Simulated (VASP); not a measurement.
A run of VASP 6.6.1 is set up as follows.

INCAR

```
SYSTEM = Ta2N
ALGO = Normal
EDIFF = 1E-7
ENCUT = 520
GGA = PE
ISIF = 2
ISMEAR = 0
LASPH = .TRUE.
LCHARG = .FALSE.
LREAL = .FALSE.
LWAVE = .FALSE.
NBANDS = 20
NELM = 80
PREC = Accurate
SIGMA = 0.15
```

Contents of KPOINTS:

```
k-points
0
G
  18 18 10
  0 0 0
```

File POSCAR:

```
Ta2N
1.0
    3.1011400556      0.0000000000      0.0000000000
   -1.5505700278      2.6856660688      0.0000000000
    0.0000000000      0.0000000000      4.7598428107
Ta N
2 1
Direct
    0.6666666667      0.3333333333      0.7449050322
    0.3333333333      0.6666666667      0.2550949678
    0.0000000000      0.0000000000      0.0000000000
```

Potentials or basis: VASP PAW PBE potentials, release 64 (Ta_pv, N).

Command:

```bash
$ cat potpaw_PBE.64/Ta_pv/POTCAR potpaw_PBE.64/N/POTCAR > POTCAR
$ mpirun -np 1 vasp_std > vasp.out
```

Task: Estimate the band gap on the k mesh.

Result: Zero (an odd number of electrons rules out a gap without spin polarisation).

Task: Predict the largest force.

Result: 0.011 eV/Å.

Task: Estimate the pressure.

Result: 8.2 GPa.

Stress tensor (GPa, compression positive):
```
 6.27  0.00  0.00
 0.00  6.27  0.00
 0.00  0.00 11.99
```

Caveat: the cell differs from its parent crystal (strain +0.000 along x and y, -0.025 along z); the cell stands under pressure; spin-orbit coupling is left out, which moves the levels of the heavy elements.
